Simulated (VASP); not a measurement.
# Sn3GeO: single point with PBE

The system is Sn3GeO.

```
Sn Ge O
1.0
     5.35836    0.00000    0.00000
     0.00000    5.35836    0.00000
     0.00000    0.00000    5.35836
Sn Ge O
3 1 1
Direct
  0.00000 0.50000 0.50000
  0.50000 0.00000 0.50000
  0.50000 0.50000 0.00000
  0.50000 0.50000 0.50000
  0.00000 0.00000 0.00000
```

The cell was generated, and may not be a known phase.

| Item | Value |
| --- | --- |
| Program | VASP 6.6.1 |
| Task | single point |
| Functional | PBE |
| Potentials or basis | VASP PAW PBE potentials, release 64 (Sn_d, Ge_d, O) |
| Cutoff | 520 eV |
| k mesh | 4 × 4 × 4 |
| Occupations | gaussian, width 0.1 eV |
| Spin | no spin polarisation |

```yaml
Pressure: 0.0 GPa
Band_gap_on_the_k_mesh: zero (bands 31 and 32 overlap by 0.64 eV)
```

Levels at points of the mesh, in eV from the Fermi level:
| k point | band 27 | band 28 | band 29 | band 30 | band 31 | band 32 | band 33 | band 34 | band 35 | band 36 |
| --- | --- | --- | --- | --- | --- | --- | --- | --- | --- | --- |
| (0.00, 0.00, 0.00) | -4.18 | -3.51 | -0.86 | -0.86 | -0.86 | 1.75 | 1.75 | 1.75 | 2.35 | 2.35 |
| (0.50, 0.00, 0.00) | -3.84 | -1.09 | -1.09 | -0.65 | 0.55 | 0.76 | 0.76 | 0.78 | 1.93 | 1.93 |
| (0.50, 0.50, 0.00) | -1.83 | -1.02 | -1.02 | -0.83 | 0.38 | 0.38 | 1.13 | 1.13 | 2.19 | 2.87 |
| (0.50, 0.50, 0.50) | -2.34 | -2.34 | 0.05 | 0.05 | 0.05 | 2.27 | 2.27 | 2.78 | 2.78 | 2.78 |

It took 48 s on 1 thread of Intel(R) Xeon(R) Platinum 8375C CPU @ 2.90GHz (Ice Lake), with other jobs on the host, peak memory 0.26 GiB.

Caveat: spin-orbit coupling is left out, which moves the levels of the heavy elements.
